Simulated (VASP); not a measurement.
The system is Ti.

```
Ti
1.0
    -1.64100    1.64100    1.64100
     1.64100   -1.64100    1.64100
     1.64100    1.64100   -1.64100
Ti
1
Direct
  0.00000 0.00000 0.00000
```

This isn't the form of Ti at room conditions, which is hcp.

Program: VASP 6.6.1. Alike in all runs: task single point; potentials or basis VASP PAW PBE potentials, release 64 (Ti_sv); no spin polarisation; cell as given; cutoff (eV) 520.

Question: Order these runs on this cell by their pressure, lowest first.
A. level B3LYP; k mesh 6 × 6 × 6; smearing fermi-dirac 0.05 eV; share of exact exchange 0.2
B. level PBE-based screened hybrid with 25 % exact exchange; k mesh 7 × 7 × 7; smearing methfessel-paxton 0.05 eV; share of exact exchange 0.25; screening parameter 0.3 1/Å
C. level PBEsol-based global hybrid with 25 % exact exchange; k mesh 6 × 6 × 6; smearing fermi-dirac 0.05 eV; share of exact exchange 0.25

Answer: C (-6.2 GPa), B (-3.9 GPa), A (-2.3 GPa).

Caveats: all runs use coarse meshes; the PAW data sets were made with another functional, which shifts forces and pressure a little.
